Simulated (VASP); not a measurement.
Write the native input for VASP 6.6.1 that does the following.

| Quantity | Value |
| --- | --- |
| Task | single point |
| Functional | PBE |
| Potentials or basis | VASP PAW PBE potentials, release 64 (K_sv, Sn_d, Zn, F) |
| Cutoff | 520 eV |
| k mesh | 2 × 2 × 2, shifted |
| Occupations | fermi-dirac, width 0.05 eV |
| Spin | no spin polarisation |
| Dipole correction | no |
| Further INCAR settings | ALGO = Normal; EDIFF = 1e-06; NBANDS = 54 |

The structure of K2ZnSnF6 (a cell with a defect) lies in POSCAR:

```
K2ZnSnF6
1.0
    8.1045260000      0.0000000000      0.0000000000
    0.0000000000      4.0522630000      0.0000000000
    0.0000000000      0.0000000000      4.0522630000
K Sn Zn F
2 1 1 6
Direct
    0.0017920000      0.0070160000      0.9833300000
    0.4982000000      0.0121200000      0.0135100000
    0.2560280000      0.5221670000      0.4937540000
    0.7502690000      0.5017070000      0.5164280000
    0.2469970000      0.4934500000      0.0192610000
    0.7535510000      0.5049460000      0.0078650000
    0.9961430000      0.5126730000      0.5030500000
    0.4961360000      0.4805150000      0.5138690000
    0.2537060000      0.0199760000      0.4886860000
    0.7539770000      0.0116680000      0.4918630000
```

One way to write it, as run:

INCAR

```
  PREC = Accurate
  ENCUT = 520
  EDIFF = 1E-6
  ISMEAR = -1
  SIGMA = 0.05
  LREAL = F
  LASPH = T
  NELM = 60
  ALGO = Normal
  ISIF = 2
  LWAVE = F
  LCHARG = F
  GGA = PE
  NBANDS = 54
```

KPOINTS

```
Automatic mesh
0
Gamma
  2 2 2
  0.5 0.5 0.5
```

Potentials or basis: VASP PAW PBE potentials, release 64 (K_sv, Sn_d, Zn, F).

Run with:

```bash
$ cat potpaw_PBE.64/K_sv/POTCAR potpaw_PBE.64/Sn_d/POTCAR potpaw_PBE.64/Zn/POTCAR potpaw_PBE.64/F/POTCAR > POTCAR
$ mpirun -np 1 vasp_std > vasp.out
```

Results of the run:

The pressure is 29.4 GPa, the largest force is 4.843 eV/Å and the band gap on the k mesh is 2.58 eV.

Caveat: the k points lie up to 0.78 Å⁻¹ apart; spin-orbit coupling is left out, which moves the levels of the heavy elements.

Run time: 61 s on 1 thread of Intel Xeon 8259CL, with other jobs on the host, peak memory 0.24 GiB.
